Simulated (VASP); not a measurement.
A run of VASP 6.6.1 is set up as follows.

File INCAR:

```
SYSTEM = CdTe
PREC = Accurate
ENCUT = 500
EDIFF = 1E-6
ISMEAR = -1
SIGMA = 0.02
LREAL = .FALSE.
LASPH = .TRUE.
NELM = 120
ALGO = Normal
ISIF = 2
LWAVE = .FALSE.
LCHARG = .TRUE.
GGA = PE
LELF = .TRUE.
LVHAR = .TRUE.
NBANDS = 16
GGA_COMPAT = .FALSE.
```

KPOINTS

```
regular mesh
0
G
  6 6 6
  0 0 0
```

File POSCAR:

```
CdTe
1.0
    0.0000000000      3.2262257841      3.2262257841
    3.2262257841      0.0000000000      3.2262257841
    3.2262257841      3.2262257841      0.0000000000
Cd Te
1 1
Direct
    0.0000000000      0.0000000000      0.0000000000
    0.2500000000      0.2500000000      0.2500000000
```

Potentials or basis: VASP PAW PBE potentials, release 64 (Cd, Te).

The run is started by

```bash
$ cat potpaw_PBE.64/Cd/POTCAR potpaw_PBE.64/Te/POTCAR > POTCAR
$ mpirun -np 1 vasp_std > vasp.out
```

(1) Estimate the band gap on the k mesh.

(2) What does it give for the pressure?

Answers

(1) 0.81 eV.

(2) 3.4 GPa.

Caveat: the cell stands under pressure; spin-orbit coupling is left out, which moves the levels of the heavy elements.
